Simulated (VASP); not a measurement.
AlRu4:

```xyz
10
Lattice="4.6420 0.0000 0.0000 0.0000 4.2450 0.0000 -2.3211 0.0000 6.7003" Properties=species:S:1:pos:R:3 pbc="T T T"
Al    0.7738    3.1837    1.3401
Al    1.5471    1.0613    5.3603
Ru   -0.7739    1.0613    4.0202
Ru    3.0948    3.1837    2.6801
Ru    1.5471    1.0613    2.6801
Ru   -1.5473    3.1837    5.3603
Ru    1.5472    1.0613    0.0000
Ru    0.7737    3.1837    4.0202
Ru    3.8682    1.0613    1.3401
Ru    3.0948    3.1837    0.0000
```

```yaml
Program: VASP 6.6.1
Task: relaxation of cell and atoms
Functional: PBE
Potentials_or_basis: VASP PAW PBE potentials, release 64 (Al, Ru_pv)
Cutoff: 600 eV
k_mesh: 4 × 4 × 3
Occupations: gaussian, width 0.2 eV
Spin: no spin polarisation
```

At the start: pressure 14.9 GPa; volume 13.20 Å³/atom.

Q: How do energy, volume and symmetry change on relaxing?

A: Over 10 steps the energy falls by 39.0 meV/atom and the volume is 13.89 Å³/atom (+5.2 %); space group P2_1/m (No. 11, to 0.1 Å) before and after.

The path:
```csv
step,energy change (eV),largest force (eV/Å),pressure (GPa),volume (Å³)
1,0.0000,0.6989,14.91,132.03
2,1.1183,0.3679,-23.50,156.91
3,-0.3399,0.4860,-1.18,139.55
4,-0.3406,0.4919,-0.62,139.24
5,-0.3738,0.2569,-0.03,138.94
6,-0.3765,0.1938,0.24,138.82
7,-0.3860,0.1290,-0.27,139.12
8,-0.3885,0.1042,-0.65,139.36
9,-0.3879,0.0666,1.36,138.31
10,-0.3903,0.0745,0.28,138.87
```

Final structure:
```
CELL_PARAMETERS angstrom
4.72696 0.00000 0.00545
0.00000 4.33458 0.00000
-2.35575 0.00000 6.77495
ATOMIC_POSITIONS crystal
Al 0.26303 0.75000 0.19929
Al 0.73697 0.25000 0.80071
Ru 0.13437 0.25000 0.59976
Ru 0.86563 0.75000 0.40024
Ru 0.53232 0.25000 0.39961
Ru 0.05659 0.75000 0.79354
Ru 0.34432 0.25000 0.00835
Ru 0.46768 0.75000 0.60039
Ru 0.94341 0.25000 0.20646
Ru 0.65568 0.75000 0.99165
```

Caveat: the k points lie up to 0.36 Å⁻¹ apart in the final cell; the relaxation stopped at a loose force limit of 0.08 eV/Å, so its end isn't a converged minimum.
